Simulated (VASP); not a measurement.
The system is GaN.

```
Ga N
1.0
     0.00000    2.17536    2.17536
     2.17536    0.00000    2.17536
     2.17536    2.17536    0.00000
Ga N
1 1
Direct
  0.00000 0.00000 0.00000
  0.50000 0.50000 0.50000
```

This cell differs from its parent crystal: strain +3.2%.

Base run:

```yaml
Program: VASP 6.6.1
Functional: r2SCAN
Potentials_or_basis: VASP PAW PBE potentials, release 64 (Ga_d, N)
Cutoff: 520 eV
k_mesh: 10 × 10 × 10
Occupations: fermi-dirac, width 0.02 eV
Spin: no spin polarisation
```

Its results: band gap on the k mesh 0.56 eV, indirect (least direct gap 2.22 eV); pressure -17.9 GPa.

Question: The run is repeated on the same cell with these changes: functional from r2SCAN to PBE; further incar settings from ALGO = Normal; EDIFF = 1e-07; NBANDS = 16 to ALGO = Normal; EDIFF = 1e-06; NBANDS = 16. What comes out?

Answer: Band gap on the k mesh 0.10 eV, indirect (least direct gap 1.71 eV); pressure -9.7 GPa.

Caveats: the PAW data sets were made with another functional, which shifts forces and pressure a little (some runs).

A k mesh can miss the band edges.
